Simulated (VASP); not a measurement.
Set up this calculation in VASP 6.6.1, as the native input.

* Task: single point
* Functional: BLYP
* Dispersion: D3(BJ)
* Potentials or basis: VASP PAW PBE potentials, release 64 (Mo_sv, S)
* Cutoff: 520 eV
* k mesh: 10 × 10 × 3
* Occupations: fermi-dirac, width 0.05 eV
* Spin: no spin polarisation
* Dipole correction: no
* Further INCAR settings: ALGO = Normal; EDIFF = 1e-06; NBANDS = 35

The structure of MoS2 lies in POSCAR:

```
MoS2
1.0
    3.1798911845      0.0000000000      0.0000000000
   -1.5899455922      2.7538665470      0.0000000000
    0.0000000000      0.0000000000     11.8309325896
Mo S
2 4
Direct
    0.6666666667      0.3333333333      0.7500000000
    0.3333333333      0.6666666667      0.2500000000
    0.6666666667      0.3333333333      0.3826829102
    0.3333333333      0.6666666667      0.8826829102
    0.6666666667      0.3333333333      0.1173170898
    0.3333333333      0.6666666667      0.6173170898
```

One way to write it, as run:

INCAR

```
AGGAC = 1.0
AGGAX = 1.0
ALDAC = 0.0
ALDAX = 1.0
ALGO = Normal
EDIFF = 1E-6
ENCUT = 520
GGA = B5
ISIF = 2
ISMEAR = -1
IVDW = 12
LASPH = True
LCHARG = False
LREAL = False
LWAVE = False
NBANDS = 35
NELM = 80
PREC = Accurate
SIGMA = 0.05
VDW_A1 = 0.4298
VDW_A2 = 4.2359
VDW_S6 = 1.0
VDW_S8 = 2.6996
```

KPOINTS

```
k-points
0
Gamma
  10 10 3
```

Potentials or basis: VASP PAW PBE potentials, release 64 (Mo_sv, S).

Run with:

```console
$ cat potpaw_PBE.64/Mo_sv/POTCAR potpaw_PBE.64/S/POTCAR > POTCAR
$ mpirun -np 1 vasp_std > vasp.out
```

Results of the run:

- Pressure: 0.0 GPa
- Largest force: 0.003 eV/Å
- Band gap on the k mesh: 0.72 eV (least direct gap 1.80 eV)
- Dispersion energy per atom: -0.967 eV

Caveat: the PAW data sets were made with another functional, which shifts forces and pressure a little.

Wall time 110 s on 1 thread of Intel(R) Xeon(R) Platinum 8488C (Sapphire Rapids) (shared host), peak memory 0.26 GiB.
